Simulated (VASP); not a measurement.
Set up this calculation in VASP 6.6.1, as the native input.

```
Task                   : single point
Functional             : r2SCAN
Dispersion             : D3(BJ)
Potentials or basis    : VASP PAW PBE potentials, release 64 (O, H, Li_sv, Cl)
Cutoff                 : 520 eV
k mesh                 : 1 × 1 × 1
Occupations            : fermi-dirac, width 0.02 eV
Spin                   : no spin polarisation
Dipole correction      : no
Further INCAR settings : ALGO = Normal; EDIFF = 1e-06; NBANDS = 34
```

The system is LiH8ClO4.

```
CELL_PARAMETERS angstrom
5.28480 0.00000 0.00000
0.00000 5.28480 0.00000
0.00000 0.00000 5.28480
ATOMIC_POSITIONS crystal
O 0.67624 0.35082 0.82792
O 0.93427 0.05684 0.49671
O 0.48691 0.00320 0.15833
O 0.98418 0.75254 0.98897
H 0.55452 0.41810 0.70377
H 0.78048 0.23470 0.72762
H 0.05887 0.18881 0.45990
H 0.01823 0.89843 0.45215
H 0.53421 0.12831 0.02992
H 0.62980 0.00830 0.27398
H 0.98369 0.86299 0.84330
H 0.88065 0.60881 0.93546
Li 0.32413 0.68786 0.09029
Cl 0.26234 0.55389 0.49693
```

These files were run (other wordings do the same):

POSCAR

```
LiH8ClO4
1.0
    5.2848030000      0.0000000000      0.0000000000
    0.0000000000      5.2848030000      0.0000000000
    0.0000000000      0.0000000000      5.2848030000
O H Li Cl
4 8 1 1
Direct
    0.6762445674      0.3508178262      0.8279215508
   -0.0657291643      1.0568361565      0.4967118385
    0.4869106475      0.0031962247      0.1583277183
    0.9841836068      0.7525420439      0.9889678508
    0.5545239975      0.4181004621      0.7037737612
    0.7804751186      0.2347004725      0.7276186648
    0.0588656659      1.1888070097      0.4599015081
    0.0182303118      0.8984334392      0.4521490822
    0.5342148121      0.1283073846      0.0299180856
    0.6298008678      0.0083004078      0.2739813024
    0.9836906503      0.8629938808      0.8433012857
    0.8806474178      0.6088144168      0.9354574949
    0.3241284993      0.6878572642      0.0902912496
    0.2623401016      0.5538928109      0.4969308070
```

INCAR.step1

```
SYSTEM = LiH8ClO4
  PREC = Accurate
  ENCUT = 520
  ISMEAR = -1
  SIGMA = 0.02
  LREAL = .FALSE.
  LASPH = .TRUE.
  NELM = 80
  NBANDS = 34
  GGA = PE
  ALGO = Normal
  EDIFF = 1E-4
  LWAVE = .TRUE.
  LCHARG = .FALSE.
```

INCAR.step2

```
SYSTEM = LiH8ClO4
  PREC = Accurate
  ENCUT = 520
  EDIFF = 1E-6
  ISMEAR = -1
  SIGMA = 0.02
  LREAL = .FALSE.
  LASPH = .TRUE.
  NELM = 80
  ALGO = Normal
  ISIF = 2
  LWAVE = .FALSE.
  LCHARG = .FALSE.
  METAGGA = R2SCAN
  LMIXTAU = .TRUE.
  IVDW = 12
  VDW_S6 = 1.0
  VDW_S8 = 0.78981345
  VDW_A1 = 0.49484001
  VDW_A2 = 5.73083694
  NBANDS = 34
  ISTART = 1
```

KPOINTS

```
Automatic mesh
0
G
  1 1 1
  0 0 0
```

Potentials or basis: VASP PAW PBE potentials, release 64 (O, H, Li_sv, Cl).

Command:

```bash
$ cat potpaw_PBE.64/O/POTCAR potpaw_PBE.64/H/POTCAR potpaw_PBE.64/Li_sv/POTCAR potpaw_PBE.64/Cl/POTCAR > POTCAR
$ cp INCAR.step1 INCAR
$ mpirun -np 1 vasp_gam > vasp.out
$ cp INCAR.step2 INCAR
$ mpirun -np 1 vasp_gam > vasp.out
```

Results of the run:

The largest force is 0.201 eV/Å. The dispersion energy per atom is -0.027 eV.

Caveat: the k points lie up to 1.19 Å⁻¹ apart; the PAW data sets were made with another functional, which shifts forces and pressure a little.

It took 66 s on 1 thread of Intel(R) Xeon(R) Platinum 8488C (Sapphire Rapids), with other jobs on the host, peak memory 0.26 GiB.
